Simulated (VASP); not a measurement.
# GePt in VASP: a series of runs

GePt is run at these levels: PBE; tasks: single point, relaxation of cell and atoms.

Program: VASP 6.6.1. These are calculated values, not measurements. Logs are shortened: lines on timing, memory, paths and dates and some standing lists are left out, and cuts for length are marked.

**1. The cell of the first run**

Symmetry: Pnma, No. 62, orthorhombic system. The conventional cell has a = 5.814 Å, b = 3.735 Å, c = 6.247 Å, α = 90.00°, β = 90.00°, γ = 90.00°. Ge (site symmetry m) has 6 Pt at 2.51 to 2.69 Å and 2 Ge at 3.10 Å within 3.3 Å. Pt (site symmetry m) has 6 Ge at 2.51 to 2.69 Å and 4 Pt at 2.99 to 3.08 Å within 3.3 Å.

**2. Single point, PBE**

INCAR reads:

```
SYSTEM = GePt
PREC = Accurate
ENCUT = 520
EDIFF = 1E-6
ISMEAR = 0
SIGMA = 0.2
LREAL = .False.
LASPH = .True.
NELM = 60
ALGO = Normal
ISIF = 2
LWAVE = .False.
LCHARG = .False.
GGA = PE
NBANDS = 58
```

KPOINTS reads:

```
Automatic mesh
0
Gamma
  3 4 3
  0 0 0
```

POSCAR reads:

```
GePt
1.0
    5.8143369576      0.0000000000      0.0000000000
    0.0000000000      3.7353809560      0.0000000000
    0.0000000000      0.0000000000      6.2468066401
Ge Pt
4 4
Direct
    0.1910254782      0.2500000000      0.5872071359
    0.3089745218      0.7500000000      0.0872071359
    0.8089745218      0.7500000000      0.4127928641
    0.6910254782      0.2500000000      0.9127928641
    0.4973971752      0.2500000000      0.3042435593
    0.0026028248      0.7500000000      0.8042435593
    0.5026028248      0.7500000000      0.6957564407
    0.9973971752      0.2500000000      0.1957564407
```

Potentials or basis: VASP PAW PBE potentials, release 64 (Ge_d, Pt).

Command:

```
$ cat potpaw_PBE.64/Ge_d/POTCAR potpaw_PBE.64/Pt/POTCAR > POTCAR
$ mpirun -np 1 vasp_std > vasp.out
```

OUTCAR:

```text
SYSTEM = GePt
   PREC = Accurate
   ENCUT = 520
   EDIFF = 1E-6
   ISMEAR = 0
   LREAL = .False.
   LASPH = .True.
   NELM = 60
   ISIF = 2
   GGA = PE

 ion  position               nearest neighbor table
   1  0.191  0.250  0.587-   5 2.51   6 2.55   6 2.55   7 2.69   7 2.69   8 2.69
   2  0.309  0.750  0.087-   6 2.51   5 2.55   5 2.55   8 2.69   8 2.69   7 2.69
   3  0.809  0.750  0.413-   7 2.51   8 2.55   8 2.55   5 2.69   5 2.69   6 2.69
   4  0.691  0.250  0.913-   8 2.51   7 2.55   7 2.55   6 2.69   6 2.69   5 2.69
   5  0.497  0.250  0.304-   1 2.51   2 2.55   2 2.55   3 2.69   3 2.69   4 2.69   8 2.99   8 2.99
                             7 3.08   7 3.08
   6  0.003  0.750  0.804-   2 2.51   1 2.55   1 2.55   4 2.69   4 2.69   3 2.69   7 2.99   7 2.99
                             8 3.08   8 3.08
   7  0.503  0.750  0.696-   3 2.51   4 2.55   4 2.55   1 2.69   1 2.69   2 2.69   6 2.99   6 2.99
                             5 3.08   5 3.08
   8  0.997  0.250  0.196-   4 2.51   3 2.55   3 2.55   2 2.69   2 2.69   1 2.69   5 2.99   5 2.99
                             6 3.08   6 3.08

  LATTYP: Found a simple orthorhombic cell.
 ALAT       =     3.7353809560
 B/A-ratio  =     1.5565579592
 C/A-ratio  =     1.6723345527

  Lattice vectors:

 A1 = (   0.0000000000,  -3.7353809560,   0.0000000000)
 A2 = (   5.8143369576,   0.0000000000,   0.0000000000)
 A3 = (   0.0000000000,   0.0000000000,   6.2468066401)

Analysis of symmetry for initial positions (statically):
=====================================================================
 Subroutine PRICEL returns:
 Original cell was already a primitive cell.

 Routine SETGRP: Setting up the symmetry group for a
 simple orthorhombic supercell.

 Subroutine GETGRP returns: Found  8 space group operations
 (whereof  2 operations were pure point group operations)
 out of a pool of  8 trial point group operations.

The static configuration has the point symmetry S_2 .
 The point group associated with its full space group is D_2h.

Analysis of symmetry for dynamics (positions and initial velocities):
=====================================================================
 Subroutine PRICEL returns:
 Original cell was already a primitive cell.

 Routine SETGRP: Setting up the symmetry group for a
 simple orthorhombic supercell.

 Subroutine GETGRP returns: Found  8 space group operations
 (whereof  2 operations were pure point group operations)
 out of a pool of  8 trial point group operations.

The dynamic configuration has the point symmetry S_2 .
 The point group associated with its full space group is D_2h.

 Subroutine INISYM returns: Found  8 space group operations
 (whereof  2 operations are pure point group operations),
 and found     1 'primitive' translations

----------------------------------------------------------------------------------------

                                     Primitive cell

  volume of cell :     135.6729

  direct lattice vectors                    reciprocal lattice vectors
     5.814336958  0.000000000  0.000000000     0.171988656  0.000000000  0.000000000
     0.000000000  3.735380956  0.000000000     0.000000000  0.267710312  0.000000000
     0.000000000  0.000000000  6.246806640     0.000000000  0.000000000  0.160081792

  length of vectors
     5.814336958  3.735380956  6.246806640     0.171988656  0.267710312  0.160081792

  position of ions in fractional coordinates (direct lattice)
     0.191025478  0.250000000  0.587207136
     0.308974522  0.750000000  0.087207136
     0.808974522  0.750000000  0.412792864
     0.691025478  0.250000000  0.912792864
     0.497397175  0.250000000  0.304243559
     0.002602825  0.750000000  0.804243559
     0.502602825  0.750000000  0.695756441
     0.997397175  0.250000000  0.195756441

  ion indices of the primitive-cell ions
   primitive index   ion index
                 1           1
                 2           2
                 3           3
                 4           4
                 5           5
                 6           6
                 7           7
                 8           8

----------------------------------------------------------------------------------------

 KPOINTS: Automatic mesh

Automatic generation of k-mesh.
 Grid dimensions read from file:
 generate k-points for:    3    4    3

 Generating k-lattice:

  Cartesian coordinates                     Fractional coordinates (reciprocal lattice)
     0.057329552  0.000000000  0.000000000     0.333333333  0.000000000  0.000000000
     0.000000000  0.066927578  0.000000000     0.000000000  0.250000000  0.000000000
     0.000000000  0.000000000  0.053360597     0.000000000  0.000000000  0.333333333

  Length of vectors
     0.057329552  0.066927578  0.053360597

  Shift w.r.t. Gamma in fractional coordinates (k-lattice)
     0.000000000  0.000000000  0.000000000

 Subroutine IBZKPT returns following result:
 ===========================================

 Found     12 irreducible k-points:

 Following reciprocal coordinates:
            Coordinates               Weight
  0.000000  0.000000  0.000000      1.000000
  0.333333  0.000000  0.000000      2.000000
  0.000000  0.250000  0.000000      2.000000
  0.333333  0.250000  0.000000      4.000000
  0.000000  0.500000  0.000000      1.000000
  0.333333  0.500000  0.000000      2.000000
  0.000000  0.000000  0.333333      2.000000
  0.333333  0.000000  0.333333      4.000000
  0.000000  0.250000  0.333333      4.000000
  0.333333  0.250000  0.333333      8.000000
  0.000000  0.500000  0.333333      2.000000
  0.333333  0.500000  0.333333      4.000000
   k-points           NKPTS =     12   k-points in BZ     NKDIM =     12   number of bands    NBANDS=     58
   number of dos      NEDOS =    301   number of ions     NIONS =      8
   total plane-waves  NPLWV =  64512
   dimension x,y,z NGX =    48 NGY =   28 NGZ =   48
   dimension x,y,z NGXF=    96 NGYF=   56 NGZF=   96
   ions per type =               4   4
   NGX,Y,Z   is equivalent  to a cutoff of  13.72, 12.46, 12.77 a.u.
   NGXF,Y,Z  is equivalent  to a cutoff of  27.45, 24.92, 25.55 a.u.
 SYSTEM =  GePt
   PREC   = accura    normal or accurate (medium, high low for compatibility)
   ISTART =      0    job   : 0-new  1-cont  2-samecut
   ICHARG =      2    charge: 1-file 2-atom 10-const
   ISPIN  =      1    spin polarized calculation?
   LNONCOLLINEAR =      F non collinear calculations
   LSORBIT =      F    spin-orbit coupling
   LASPH  =      T    aspherical Exc in radial PAW
   ENCUT  =  520.0 eV  38.22 Ry    6.18 a.u.  10.81  6.95 11.61*2*pi/ulx,y,z
   NELM   =     60;   NELMIN=  2; NELMDL= -5     # of ELM steps
   EDIFF  = 0.1E-05   stopping-criterion for ELM
   LREAL  =      F    real-space projection
   EDIFFG = 0.1E-04   stopping-criterion for IOM
   NSW    =      0    number of steps for IOM
   IBRION =     -1    ionic relax: 0-MD 1-quasi-New 2-CG
   NFREE  =      0    steps in history (QN), initial steepest desc. (CG)
   ISIF   =      2    stress and relaxation
   ISYM   =      2    0-nonsym 1-usesym 2-fastsym
   POTIM  = 0.5000    time-step for ionic-motion
   TEBEG  =    0.0;   TEEND  =   0.0 temperature during run
   PSTRESS=    0.0 pullay stress
   NELECT =      96.0000    total number of electrons
   NUPDOWN=      -1.0000    fix difference up-down
   EMIN   =  10.00;   EMAX   =-10.00  energy-range for DOS
   EFERMI =   0.00;   METHOD = LEGACY
   ISMEAR =     0;   SIGMA  =   0.20  broadening in eV -4-tet -1-fermi 0-gaus
   EFERMI_NEDOS =   21; number of points for ismear=-14 and -15
   IALGO  =     38    algorithm
   IMIX   =      4    mixing-type and parameters
     AMIX     =   0.40;   BMIX     =  1.00
     AMIX_MAG =   1.60;   BMIX_MAG =  1.00
  volume/ion in A,a.u.               =      16.96       114.45
  Fermi-wavevector in a.u.,A,eV,Ry     =   1.458817  2.756765 28.955204  2.128147
  Thomas-Fermi vector in A             =   2.575457
   LORBIT       =      0    0 simple, 1 ext, 2 COOP (PROOUT), +10 PAW based schemes
   GGA     = PE    functional components
   LHFCALC =     F    Hartree Fock is set to
   AEXX    =    0.0000 exact exchange contribution
   IVDW    =     0    specifies the selected vdW correction
   LEPSILON=     F    determine dielectric tensor
   LRPA    =     F    only Hartree local field effects (RPA)
 non-spin polarized calculation
 Gauss-broadening in eV      SIGMA  =   0.20
  energy-cutoff  :      520.00
  volume of cell :      135.67
 maximum number of plane-waves:      3678
 NGX is ok and might be reduce to    48
   NGX = 21   NGY = 13   NGZ = 23

 number of electron      95.9999933 magnetization

 Free energy of the ion-electron system (eV)
  ---------------------------------------------------
  ext. energy  EPLUGINS =         0.00000000
  ---------------------------------------------------
  free energy    TOTEN  =       -46.07649011 eV

  energy without entropy =      -46.02451438  energy(sigma->0) =      -46.05050225

 E-fermi :   8.9815     XC(G=0): -12.1823

 val. band max:        8.8621299061   @ k =   0.0000   0.5000   0.0000
 cond. band min:       9.0586781308   @ k =   0.3333   0.2500   0.3333
 fundamental gap:      0.1965482247
 Fermi energy:         8.9814806944

 k-point     1 :       0.0000    0.0000    0.0000
  band No.  band energies     occupation
      1     -16.0829      2.00000
      2     -16.0768      2.00000
      3     -16.0758      2.00000
      4     -16.0736      2.00000
      5     -16.0647      2.00000
      6     -16.0554      2.00000
[... 50 lines left out ...]
     57      14.0398      0.00000
     58      14.4807      0.00000

 k-point     2 :       0.3333    0.0000    0.0000
  band No.  band energies     occupation
      1     -16.0807      2.00000
      2     -16.0771      2.00000
      3     -16.0750      2.00000
      4     -16.0733      2.00000
      5     -16.0630      2.00000
      6     -16.0582      2.00000
[... 50 lines left out ...]
     57      13.8788      0.00000
     58      14.4006      0.00000
[... 547 lines left out ...]
     57      14.3280      0.00000
     58      14.3280      0.00000

 k-point    12 :       0.3333    0.5000    0.3333
  band No.  band energies     occupation
      1     -16.0732      2.00000
      2     -16.0732      2.00000
      3     -16.0726      2.00000
      4     -16.0726      2.00000
      5     -16.0582      2.00000
      6     -16.0582      2.00000
[... 50 lines left out ...]
     57      13.8742      0.00000
     58      13.8742      0.00000

------------------------ aborting loop because EDIFF is reached ----------------------------------------

  FORCE on cell =-STRESS in cart. coord.  units (eV):
  Direction    XX          YY          ZZ          XY          YZ          ZX
  --------------------------------------------------------------------------------------
  -------------------------------------------------------------------------------------
  Total        0.2353206     -0.1760139     -0.2972577      0.0000000      0.0000000      0.0000000
  in kB        2.7789281     -2.0785688     -3.5103514      0.0000000      0.0000000      0.0000000
  external PRESSURE =      -0.9366640 kB  Pullay stress =       0.0000000 kB

 VOLUME and BASIS-vectors are now :
 -----------------------------------------------------------------------------
  energy-cutoff  :      520.00
  volume of cell :      135.67
      direct lattice vectors                 reciprocal lattice vectors
     5.814336958  0.000000000  0.000000000     0.171988656  0.000000000  0.000000000
     0.000000000  3.735380956  0.000000000     0.000000000  0.267710312  0.000000000
     0.000000000  0.000000000  6.246806640     0.000000000  0.000000000  0.160081792

 POSITION                                       TOTAL-FORCE (eV/Angst)
 -----------------------------------------------------------------------------------
      1.11069      0.93385      3.66817        -0.037766      0.000000      0.009727
      1.79648      2.80154      0.54477         0.037766      0.000000      0.009727
      4.70365      2.80154      2.57864         0.037766      0.000000     -0.009727
      4.01785      0.93385      5.70204        -0.037766      0.000000     -0.009727
      2.89203      0.93385      1.90055        -0.013536      0.000000     -0.004008
      0.01513      2.80154      5.02395         0.013536     -0.000000     -0.004008
      2.92230      2.80154      4.34626         0.013536     -0.000000      0.004008
      5.79920      0.93385      1.22285        -0.013536      0.000000      0.004008
 -----------------------------------------------------------------------------------
    total drift:                                0.000000      0.000000      0.000000

  FREE ENERGIE OF THE ION-ELECTRON SYSTEM (eV)
  ---------------------------------------------------
  free  energy   TOTEN  =       -46.0764901140 eV

  energy  without entropy=      -46.0245143795  energy(sigma->0) =      -46.05050225
```

Wall time 84 s (1 thread of Intel Xeon Platinum 8259CL at 2.50GHz (Skylake/Cascade Lake), shared host); peak memory 0.27 GiB.

What came out:

| Item | Value |
| --- | --- |
| Free energy | -46.0765 eV |
| Pressure | -0.1 GPa |
| Largest force | 0.039 eV/Å |
| Band gap on the k mesh | zero (bands 48 and 49 overlap by 0.99 eV) |

Forces in eV/Å, atoms in the order of the input:
```
Ge  -0.038  0.000  0.010
Ge   0.038  0.000  0.010
Ge   0.038  0.000 -0.010
Ge  -0.038  0.000 -0.010
Pt  -0.014  0.000 -0.004
Pt   0.014  0.000 -0.004
Pt   0.014  0.000  0.004
Pt  -0.014  0.000  0.004
```

Caveat: the k points lie up to 0.42 Å⁻¹ apart, too coarse for converged energies and pressures of a metal; spin-orbit coupling is left out, which moves the levels of the heavy elements.

**3. Relaxation of cell and atoms, PBE**

This run uses another cell than the first one, of 16.90 Å³/atom.

INCAR reads:

```
ALGO     = Normal         # electronic algorithm
EDIFF    = 1E-6           # SCF threshold, eV
EDIFFG   = -0.08          # ionic threshold
ENCUT    = 600            # plane-wave cutoff, eV
GGA      = PE             # functional
IBRION   = 2              # ionic algorithm
ISIF     = 3              # what is computed and relaxed
ISMEAR   = 0              # smearing method
LASPH    = True           # aspherical terms in the spheres
LCHARG   = False          # write CHGCAR
LREAL    = False          # projectors in reciprocal space
LWAVE    = False          # write WAVECAR
NELM     = 100            # most SCF steps
NSW      = 36             # ionic steps
PREC     = Accurate       # precision mode
SIGMA    = 0.2            # smearing width, eV
```

KPOINTS reads:

```
k-points
0
Gamma
  3 4 3
```

POSCAR reads:

```
GePt
1.0
    5.8100000000      0.0000000000      0.0000000000
    0.0000000000      3.7600000000      0.0000000000
    0.0000000000      0.0000000000      6.1900000000
Ge Pt
4 4
Direct
    0.1950000000      0.2500000000      0.5900000000
    0.3050000000      0.7500000000      0.0900000000
    0.8050000000      0.7500000000      0.4100000000
    0.6950000000      0.2500000000      0.9100000000
    0.4995000000      0.2500000000      0.3090000000
    0.0005000000      0.7500000000      0.8090000000
    0.5005000000      0.7500000000      0.6910000000
    0.9995000000      0.2500000000      0.1910000000
```

Potentials or basis: VASP PAW PBE potentials, release 64 (Ge_d, Pt).

Command:

```
$ cat potpaw_PBE.64/Ge_d/POTCAR potpaw_PBE.64/Pt/POTCAR > POTCAR
$ mpirun -np 1 vasp_std > vasp.out
```

It took 7.7 min on 1 thread of Intel Xeon Platinum 8259CL at 2.50GHz (Skylake/Cascade Lake), shared host; peak memory 0.31 GiB.

The run converged. Its results:

```
Free energy                           : -46.0763 eV
Relaxed volume                        : 16.93 Å³/atom
Relaxed cell                          : a = 5.826 Å, b = 3.744 Å, c = 6.209 Å, α = 90.00°, β = 90.00°, γ = 90.00°
Space group after relaxing (to 0.1 Å) : Pnma (No. 62)
Energy gained by relaxing             : 5.4 meV/atom
Ionic steps                           : 6
Pressure after relaxing               : 0.2 GPa
Largest force after relaxing          : 0.063 eV/Å
Band gap on the k mesh                : zero (bands 48 and 49 overlap by 0.97 eV)
```

Forces in eV/Å, atoms in the order of the input:
```
Ge  -0.012  0.000 -0.062
Ge   0.012  0.000 -0.062
Ge   0.012  0.000  0.062
Ge  -0.012  0.000  0.062
Pt  -0.030  0.000  0.018
Pt   0.030  0.000  0.018
Pt   0.030  0.000 -0.018
Pt  -0.030  0.000 -0.018
```

Step by step:
| step | energy change (eV) | largest force (eV/Å) | pressure (GPa) | volume (Å³) |
| --- | --- | --- | --- | --- |
| 1 | 0.0000 | 0.3868 | 0.51 | 135.22 |
| 2 | -0.0344 | 0.1233 | -0.86 | 136.28 |
| 3 | -0.0347 | 0.1178 | -0.97 | 136.39 |
| 4 | -0.0379 | 0.1150 | 1.10 | 134.61 |
| 5 | -0.0403 | 0.1129 | 0.28 | 135.30 |
| 6 | -0.0433 | 0.0634 | 0.20 | 135.42 |

Final structure:
```
CELL_PARAMETERS angstrom
5.82559 0.00000 0.00000
0.00000 3.74380 0.00000
0.00000 0.00000 6.20923
ATOMIC_POSITIONS crystal
Ge 0.19048 0.25000 0.58944
Ge 0.30952 0.75000 0.08944
Ge 0.80952 0.75000 0.41056
Ge 0.69048 0.25000 0.91056
Pt 0.49794 0.25000 0.30466
Pt 0.00206 0.75000 0.80466
Pt 0.50206 0.75000 0.69534
Pt 0.99794 0.25000 0.19534
```

Levels at points of the mesh, in eV from the Fermi level:
```tsv
k point	band 44	band 45	band 46	band 47	band 48	band 49	band 50	band 51	band 52	band 53
(0.00, 0.00, 0.00)	-2.52	-2.32	-1.39	-1.20	-0.84	0.75	0.85	2.90	3.23	3.36
(0.00, 0.50, 0.00)	-2.49	-2.36	-2.36	-1.52	-1.52	-0.10	-0.10	2.08	2.08	2.21
```

Caveat: the k points lie up to 0.42 Å⁻¹ apart in the final cell, too coarse for converged energies and pressures of a metal; spin-orbit coupling is left out, which moves the levels of the heavy elements; the relaxation stopped at a loose force limit of 0.08 eV/Å, so its end isn't a converged minimum.

(Part 1 of 2 ends here.)
